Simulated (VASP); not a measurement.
Crystal: BAs.

```
CELL_PARAMETERS angstrom
0.00000 2.41648 2.41648
2.41648 0.00000 2.41648
2.41648 2.41648 0.00000
ATOMIC_POSITIONS crystal
B 0.00000 0.00000 0.00000
As 0.25000 0.25000 0.25000
```

Program: VASP 6.6.1. Alike in all runs: task single point; level PBE; potentials or basis VASP PAW PBE potentials, release 64 (B, As); no spin polarisation; cell as given; cutoff (eV) 500; smearing gaussian 0.01 eV.

Task: Order these runs on this cell by their pressure, lowest first.
A. k mesh 4 × 4 × 4
B. k mesh 2 × 2 × 2
C. k mesh 3 × 3 × 3

Result: A (-0.8 GPa), C (0.8 GPa), B (9.8 GPa).

Caveats: all runs use coarse meshes.
